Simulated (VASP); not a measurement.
Runs of VASP 6.6.1 on SnSe2. The structure is that of space group P-3m1 (No. 164), or close to it. The cells are those of the table. 

```tsv
cell	gap on the mesh (eV)	pressure (GPa)	largest force (eV/Å)
a = 3.746, b = 3.746, c = 6.032 Å, angles 90.0, 90.0, 120.0°, 3 atoms	0.77	(b)	1.17
a = 3.934, b = 3.934, c = 6.334 Å, angles 90.0, 90.0, 120.0°, 3 atoms	0.65	-3.2	0.21
a = 3.842, b = 3.842, c = 6.187 Å, angles 90.0, 90.0, 120.0°, 3 atoms	0.72	(a)	0.38
a = 3.873, b = 3.873, c = 6.237 Å, angles 90.0, 90.0, 120.0°, 3 atoms	0.71	(d)	0.16
a = 3.679, b = 3.679, c = 5.924 Å, angles 90.0, 90.0, 120.0°, 3 atoms	0.80	13.0	1.85
a = 3.904, b = 3.904, c = 6.286 Å, angles 90.0, 90.0, 120.0°, 3 atoms	0.69	(c)	0.03
a = 3.713, b = 3.713, c = 5.979 Å, angles 90.0, 90.0, 120.0°, 3 atoms	0.79	9.9	1.49
a = 3.779, b = 3.779, c = 6.084 Å, angles 90.0, 90.0, 120.0°, 3 atoms	0.76	4.7	0.88
```

Alike in all rows: task single point; level PBEsol; potentials or basis VASP PAW PBE potentials, release 64 (Sn_d, Se); no spin polarisation; k mesh 6 × 6 × 4; cutoff (eV) 500; smearing gaussian 0.01 eV.

**Question.** Fill in the values left out.

**Answer.** (a) 0.9; (b) 7.1; (c) -2.1; (d) -0.7.

Caveats: the PAW data sets were made with another functional, which shifts forces and pressure a little; spin-orbit coupling is left out, which moves the levels of the heavy elements; this functional lacks dispersion, which binds the layers, so the pressure and a relaxed spacing across them are unreliable; the cell stands under pressure (at least some runs); the cell stands under tension (at least some runs).

A k mesh can miss the band edges, and the runs leave out spin-orbit coupling on Se, Sn.
